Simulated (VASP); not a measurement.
# HfO2 (Fm-3m) in VASP: further runs, part 2 of 2

VASP 6.6.1. The steps go on from the part before.

### Step 3. Vibrations by perturbation theory, PBE (phonons at volume x 1.02)

File INCAR:

```
PREC = Accurate
ENCUT = 520
EDIFF = 1E-8
ISMEAR = 0
SIGMA = 0.01
LREAL = F
LASPH = T
NELM = 60
ALGO = Normal
ISIF = 2
LWAVE = F
LCHARG = F
GGA = PE
IBRION = 8
NSW = 1
LEPSILON = T
```

File KPOINTS:

```
Automatic mesh
0
Gamma
  8 8 8
```

File POSCAR:

```
HfO2
1.0
    0.0000000000      2.5656857616      2.5656857616
    2.5656857616      0.0000000000      2.5656857616
    2.5656857616      2.5656857616      0.0000000000
Hf O
1 2
Direct
    0.0000000000      0.0000000000      0.0000000000
    0.2500000000      0.2500000000      0.2500000000
    0.7500000000      0.7500000000      0.7500000000
```

Potentials or basis: VASP PAW PBE potentials, release 64 (Hf_pv, O).

Launch:

```console
cat potpaw_PBE.64/Hf_pv/POTCAR potpaw_PBE.64/O/POTCAR > POTCAR
mpirun -np 1 vasp_std > vasp.out
```

OUTCAR:

```text
PREC = Accurate
   ENCUT = 520
   EDIFF = 1E-8
   ISMEAR = 0
   LREAL = F
   LASPH = T
   NELM = 60
   ISIF = 2
   GGA = PE
   IBRION = 8
   NSW = 1
   LEPSILON = T

 ion  position               nearest neighbor table
   1  0.000  0.000  0.000-   3 2.22   3 2.22   3 2.22   2 2.22   3 2.22   2 2.22   2 2.22   2 2.22

   2  0.250  0.250  0.250-   1 2.22   1 2.22   1 2.22   1 2.22
   3  0.750  0.750  0.750-   1 2.22   1 2.22   1 2.22   1 2.22

  LATTYP: Found a face centered cubic cell.
 ALAT       =     5.1313715232

  Lattice vectors:

 A1 = (   0.0000000000,   2.5656857616,   2.5656857616)
 A2 = (   2.5656857616,   0.0000000000,   2.5656857616)
 A3 = (   2.5656857616,   2.5656857616,   0.0000000000)

[... 749 lines left out ...]
  1Z     0.000000    0.000000   -3.469046    0.000000    0.000000    1.734523    0.000000    0.000000    1.734523
  2X     1.728783    0.000000    0.000000   -9.529339    0.000000    0.000000    7.800557    0.000000    0.000000
  2Y     0.000000    1.728783    0.000000    0.000000   -9.529339    0.000000    0.000000    7.800557    0.000000
  2Z     0.000000    0.000000    1.728783    0.000000    0.000000   -9.529339    0.000000    0.000000    7.800557
  3X     1.728783    0.000000    0.000000    7.800557    0.000000    0.000000   -9.529339    0.000000    0.000000
  3Y     0.000000    1.728783    0.000000    0.000000    7.800557    0.000000    0.000000   -9.529339    0.000000
  3Z     0.000000    0.000000    1.728783    0.000000    0.000000    7.800557    0.000000    0.000000   -9.529339

 Eigenvectors and eigenvalues of the dynamical matrix
 ----------------------------------------------------

   1 f  =   16.270044 THz   102.227698 2PiTHz  542.710235 cm-1    67.287463 meV
             X         Y         Z           dx          dy          dz
      0.000000  0.000000  0.000000    -0.000000   -0.000000    0.000000
      1.282843  1.282843  1.282843     0.025264    0.706655   -0.000000
      3.848529  3.848529  3.848529    -0.025264   -0.706655    0.000000
[... 43 lines left out ...]
   9 f/i=    0.003326 THz     0.020895 2PiTHz    0.110927 cm-1     0.013753 meV
             X         Y         Z           dx          dy          dz
      0.000000  0.000000  0.000000    -0.614971   -0.685094    0.001196
      1.282843  1.282843  1.282843    -0.184429   -0.205458    0.000359
      3.848529  3.848529  3.848529    -0.184429   -0.205458    0.000359

--------------------------------------------------------------------------------------------------------

 MACROSCOPIC STATIC DIELECTRIC TENSOR IONIC CONTRIBUTION
 ------------------------------------------------------
          46.892179     0.000000     0.000000
           0.000000    46.892179    -0.000000
           0.000000    -0.000000    46.892179
 ------------------------------------------------------

 ELASTIC MODULI CONTR FROM IONIC RELAXATION (kBar)
 Direction    XX          YY          ZZ          XY          YZ          ZX
 --------------------------------------------------------------------------------
 XX          -0.0000      0.0000      0.0000      0.0000     -0.0000     -0.0000
 YY           0.0000     -0.0000     -0.0000     -0.0000      0.0000      0.0000
 ZZ           0.0000     -0.0000     -0.0000     -0.0000      0.0000      0.0000
 XY           0.0000     -0.0000     -0.0000   -140.3696      0.0000      0.0000
 YZ          -0.0000      0.0000      0.0000      0.0000   -140.3696     -0.0000
 ZX          -0.0000      0.0000      0.0000      0.0000     -0.0000   -140.3696
 --------------------------------------------------------------------------------

 PIEZOELECTRIC TENSOR IONIC CONTR  for field in x, y, z        (C/m^2)
          XX          YY          ZZ          XY          YZ          ZX
  --------------------------------------------------------------------------------
  x    -0.00000    -0.00000     0.00000     0.00000    -0.00000     0.00000
  y     0.00000     0.00000    -0.00000    -0.00000     0.00000    -0.00000
  z    -0.00000    -0.00000     0.00000     0.00000    -0.00000     0.00000
```

OSZICAR:

```text
N       E                     dE             d eps       ncg     rms          rms(c)
DAV:   1     0.100726428917E+03    0.10073E+03   -0.12961E+04   870   0.144E+03
DAV:   2    -0.320751471908E+02   -0.13280E+03   -0.12881E+03  1137   0.318E+02
DAV:   3    -0.360478130359E+02   -0.39727E+01   -0.39696E+01  1136   0.544E+01
DAV:   4    -0.360701650956E+02   -0.22352E-01   -0.22351E-01  1073   0.443E+00
[... 183 lines left out ...]
RMM:  10    -0.368113643759E+00   -0.34604E-06    0.23190E-10  5128   0.189E-04    0.249E-04
RMM:  11    -0.368113492831E+00    0.15093E-06    0.11748E-08  5379   0.543E-05    0.143E-04
RMM:  12    -0.368113407616E+00    0.85215E-07    0.98922E-09  5053   0.270E-05    0.408E-05
RMM:  13    -0.368113493413E+00   -0.85797E-07    0.42301E-09  5102   0.167E-05    0.104E-05
RMM:  14    -0.368113491712E+00    0.17008E-08    0.81257E-09  4858   0.668E-06    0.114E-06
 Linear response finished
```

Wall time 3.7 min (1 thread of Intel Xeon Platinum 8559C (Emerald Rapids), shared host); peak memory 0.29 GiB.

Results:

| Item | Value |
| --- | --- |
| Electronic dielectric tensor (diagonal) | 5.28 |
| Born charges (mean of the diagonal) | Hf +5.51; O -2.75 e |
| Highest phonon frequency at Γ, LO-TO splitting left out | 543 cm⁻¹ |

Phonon frequencies in cm⁻¹ (negative: imaginary):
| q point | frequencies |
| --- | --- |
| (0.000, 0.000, 0.000) | 0 0 0 186 186 186 543 543 543 |

Electronic dielectric tensor:
```
5.28 0.00 0.00
0.00 5.28 0.00
0.00 0.00 5.28
```

Born effective charge tensors (e):
atom 1, Hf
```
5.51 0.00 0.00
0.00 5.51 0.00
0.00 0.00 5.51
```
atom 2, O
```
-2.75  0.00  0.00
 0.00 -2.75  0.00
 0.00  0.00 -2.75
```
atom 3, O
```
-2.75  0.00  0.00
 0.00 -2.75  0.00
 0.00  0.00 -2.75
```

Caveat: the cell differs from its parent crystal (phonons at volume x 1.02); the cell wasn't relaxed at this level first, which shifts response properties; spin-orbit coupling is left out, which moves the levels of the heavy elements.

### Step 4. Vibrations by perturbation theory, PBE

This run uses another cell than the first one, of 10.87 Å³/atom, 0.984 times its volume.

File INCAR:

```
SYSTEM = HfO2
  PREC = Accurate
  ENCUT = 520
  EDIFF = 1E-8
  ISMEAR = 0
  SIGMA = 0.01
  LREAL = .False.
  LASPH = .True.
  NELM = 60
  ALGO = Normal
  ISIF = 2
  LWAVE = .False.
  LCHARG = .False.
  GGA = PE
  IBRION = 8
  NSW = 1
  LEPSILON = .True.
```

File KPOINTS:

```
regular mesh
0
Gamma
  8 8 8
  0 0 0
```

File POSCAR:

```
HfO2
1.0
    0.0000000000      2.5355032245      2.5355032245
    2.5355032245      0.0000000000      2.5355032245
    2.5355032245      2.5355032245      0.0000000000
Hf O
1 2
Direct
    0.0000000000      0.0000000000      0.0000000000
    0.2500000000      0.2500000000      0.2500000000
    0.7500000000      0.7500000000      0.7500000000
```

Potentials or basis: VASP PAW PBE potentials, release 64 (Hf_pv, O).

Launch:

```console
cat potpaw_PBE.64/Hf_pv/POTCAR potpaw_PBE.64/O/POTCAR > POTCAR
mpirun -np 1 vasp_std > vasp.out
```

OUTCAR:

```text
SYSTEM = HfO2
   PREC = Accurate
   ENCUT = 520
   EDIFF = 1E-8
   ISMEAR = 0
   LREAL = .False.
   LASPH = .True.
   NELM = 60
   ISIF = 2
   GGA = PE
   IBRION = 8
   NSW = 1
   LEPSILON = .True.

 ion  position               nearest neighbor table
   1  0.000  0.000  0.000-   3 2.20   3 2.20   3 2.20   2 2.20   3 2.20   2 2.20   2 2.20   2 2.20

   2  0.250  0.250  0.250-   1 2.20   1 2.20   1 2.20   1 2.20
   3  0.750  0.750  0.750-   1 2.20   1 2.20   1 2.20   1 2.20

[... 817 lines left out ...]
   9 f/i=    0.003275 THz     0.020578 2PiTHz    0.109244 cm-1     0.013544 meV
             X         Y         Z           dx          dy          dz
      0.000000  0.000000  0.000000     0.293069   -0.872575    0.018679
      1.267752  1.267752  1.267752     0.087863   -0.261602    0.005600
      3.803255  3.803255  3.803255     0.087863   -0.261602    0.005600

--------------------------------------------------------------------------------------------------------

 MACROSCOPIC STATIC DIELECTRIC TENSOR IONIC CONTRIBUTION
 ------------------------------------------------------
          33.237232    -0.000000    -0.000000
          -0.000000    33.237232    -0.000000
          -0.000000    -0.000000    33.237232
 ------------------------------------------------------

 ELASTIC MODULI CONTR FROM IONIC RELAXATION (kBar)
 Direction    XX          YY          ZZ          XY          YZ          ZX
 --------------------------------------------------------------------------------
 XX          -0.0000     -0.0000     -0.0000      0.0000      0.0000     -0.0000
 YY          -0.0000     -0.0000     -0.0000      0.0000      0.0000     -0.0000
 ZZ          -0.0000     -0.0000     -0.0000      0.0000      0.0000     -0.0000
 XY           0.0000      0.0000      0.0000   -242.5615     -0.0000      0.0000
 YZ           0.0000      0.0000      0.0000     -0.0000   -242.5615      0.0000
 ZX          -0.0000     -0.0000     -0.0000      0.0000      0.0000   -242.5615
 --------------------------------------------------------------------------------

 PIEZOELECTRIC TENSOR IONIC CONTR  for field in x, y, z        (C/m^2)
          XX          YY          ZZ          XY          YZ          ZX
  --------------------------------------------------------------------------------
  x    -0.00000     0.00000     0.00000     0.00000    -0.00000    -0.00000
  y    -0.00000    -0.00000    -0.00000     0.00000    -0.00000    -0.00000
  z    -0.00000    -0.00000    -0.00000     0.00000     0.00000    -0.00000
```

stdout:

```text
POSCAR found type information on POSCAR HfO
 POSCAR found :  2 types and       3 ions
 scaLAPACK will be used
 LDA part: xc-table for (Slater+PW92), standard interpolation
 POSCAR, INCAR and KPOINTS ok, starting setup
 FFT: planning ... GRIDC
 FFT: planning ... GRID_SOFT
 FFT: planning ... GRID
 WAVECAR not read
 entering main loop
[... 23 lines left out ...]
  Direction:   3
 dielectric tensor                  component  3 :     0.005     0.035     5.249
 Linear response DOF=           2
 Linear response progress:
 first order change of Fermi-energy  -0.56005E-04
 force on displaced ion       1 direction 1 :  -5.084   0.000   0.000
 Born effective charge ion    1 direction 1 :   5.515   0.000   0.000
 Linear response progress:
 first order change of Fermi-energy   0.95935E+00
 force on displaced ion       2 direction 1 : -10.910  -0.000  -0.000
 Born effective charge ion    2 direction 1 :  -2.758   0.000   0.000
 Born effective charges drift removed
 Linear response finished
```

Wall time 6.7 min (1 thread of AMD EPYC 7R43 (Zen 3), shared host); peak memory 0.25 GiB.

What came out:

```yaml
Electronic_dielectric_tensor_diagonal: 5.25
Born_charges_mean_of_the_diagonal: Hf +5.52; O -2.76 e
Highest_phonon_frequency_at_Γ_LO-TO_splitting_left_out: 573 cm⁻¹
```

Phonon frequencies in cm⁻¹ (negative: imaginary):
| q point | frequencies |
| --- | --- |
| (0.000, 0.000, 0.000) | 0 0 0 225 225 225 573 573 573 |

Electronic dielectric tensor:
```
5.25 0.00 0.00
0.00 5.25 0.00
0.00 0.00 5.25
```

Born effective charge tensors (e):
atom 1, Hf
```
5.52 0.00 0.00
0.00 5.52 0.00
0.00 0.00 5.52
```
atom 2, O
```
-2.76  0.00  0.00
 0.00 -2.76  0.00
 0.00  0.00 -2.76
```
atom 3, O
```
-2.76  0.00  0.00
 0.00 -2.76  0.00
 0.00  0.00 -2.76
```

Caveat: spin-orbit coupling is left out, which moves the levels of the heavy elements.
